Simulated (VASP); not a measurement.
A run of VASP 6.6.1 is set up as follows.

INCAR

```
PREC = Accurate
ENCUT = 600
EDIFF = 1E-6
ISMEAR = -1
SIGMA = 0.1
LREAL = F
LASPH = T
NELM = 120
ALGO = Normal
ISIF = 2
LWAVE = F
LCHARG = T
GGA = PE
LELF = T
LVHAR = T
NBANDS = 30
GGA_COMPAT = F
```

File KPOINTS:

```
regular mesh
0
Gamma
  2 2 2
```

File POSCAR:

```
Cu
1.0
    3.6302657600      0.0000000000      0.0000000000
    0.0000000000      3.6302657600      0.0000000000
    0.0000000000      0.0000000000      3.6302657600
Cu
4
Direct
    0.5000000000      0.5000000000      0.0000000000
    0.0000000000      0.0000000000      0.0000000000
    0.5000000000      0.0000000000      0.5000000000
    0.0000000000      0.5000000000      0.5000000000
```

Potentials or basis: VASP PAW PBE potentials, release 64 (Cu).

Launch:

```sh
$ cat potpaw_PBE.64/Cu/POTCAR > POTCAR
$ mpirun -np 1 vasp_std > vasp.out
```

(1) What does it give for the pressure?

(2) Predict the band gap on the k mesh.

Results:

(1) 0.1 GPa.

(2) zero (band 22 reaches 8.92 eV, above the bottom of band 23 at 6.45 eV).

Caveat: the k points lie up to 0.87 Å⁻¹ apart.
